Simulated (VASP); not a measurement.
Te2Mo, 12 atoms in the cell. It takes space group Pm (No. 6, monoclinic). Conventional cell: a = 6.346 Å, b = 3.494 Å, c = 14.866 Å, α = 90.00°, β = 92.12°, γ = 90.00°. Te (site symmetry m) has 3 Mo at 2.82 to 2.84 Å and 6 Te at 3.49 to 3.63 Å within 3.7 Å. Te (site symmetry m) has 3 Mo at 2.82 to 2.84 Å and 6 Te at 3.49 to 3.63 Å within 3.7 Å. Within 3.6 Å of Te (site symmetry m) lie 3 Mo at 2.70 to 2.71 Å and 2 Te at 3.49 Å. Within 3.6 Å of Te (site symmetry m) lie 3 Mo at 2.70 to 2.71 Å and 2 Te at 3.49 Å. Within 3.6 Å of Te (site symmetry m) lie 3 Mo at 2.70 to 2.71 Å and 2 Te at 3.49 Å. Te (site symmetry m) has 3 Mo at 2.70 to 2.71 Å and 2 Te at 3.49 Å within 3.6 Å. Te (site symmetry m) has 3 Mo at 2.82 to 2.84 Å and 6 Te at 3.49 to 3.63 Å within 3.7 Å. Within 3.7 Å of Te (site symmetry m) lie 3 Mo at 2.82 to 2.84 Å and 6 Te at 3.49 to 3.63 Å. 

```yaml
Program: VASP 6.6.1
Task: single point
Functional: PBE
Potentials_or_basis: VASP PAW PBE potentials, release 64 (Te, Mo_sv)
Cutoff: 520 eV
k_mesh: 4 × 8 × 2
Occupations: gaussian, width 0.012 eV
Spin: no spin polarisation
Dipole_correction: no
Further_INCAR_settings: ALGO = Normal; EDIFF = 1e-06; NBANDS = 64
```

Potentials or basis: VASP PAW PBE potentials, release 64 (Te, Mo_sv).

Run with:

```bash
$ cat potpaw_PBE.64/Te/POTCAR potpaw_PBE.64/Mo_sv/POTCAR > POTCAR
$ mpirun -np 1 vasp_std > vasp.out
```

Hardware: 1 thread of Intel(R) Xeon(R) 6975P-C (Granite Rapids), with other jobs on the host.

Task: How long does it take, and how much memory?

Result: Wall time 8.8 min on 1 thread of Intel(R) Xeon(R) 6975P-C (Granite Rapids), with other jobs on the host, peak memory 0.69 GiB. Counts: scf iterations 19, k points 30.
